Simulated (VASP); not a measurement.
The system is NaI.

```xyz
2
Lattice="0.0861 3.3158 3.3158 3.3158 0.0861 3.3158 3.3158 3.3158 0.0861" Properties=species:S:1:pos:R:3 pbc="T T T"
Na    0.0000    0.0000    0.0000
I     3.3589    3.3589    3.3589
```

This cell differs from its parent crystal: strain along [111] +4.0%.

Program: VASP 6.6.1. Alike in all runs: task single point; potentials or basis VASP PAW PBE potentials, release 64 (Na_pv, I); no spin polarisation; cell as given; cutoff (eV) 520. Hardware: 1 thread of Intel(R) Xeon(R) Platinum 8259CL CPU @ 2.50GHz (Skylake/Cascade Lake), with other jobs on the host.

**Question.** Order these runs on this cell by their wall time, lowest first.
A. level PBE; k mesh 8 × 8 × 8; smearing fermi-dirac 0.02 eV
B. level PBE; k mesh 4 × 4 × 4; smearing gaussian 0.01 eV
C. level r2SCAN; k mesh 8 × 8 × 8; smearing gaussian 0.01 eV

**Answer.** B (15 s), A (73 s), C (270 s).
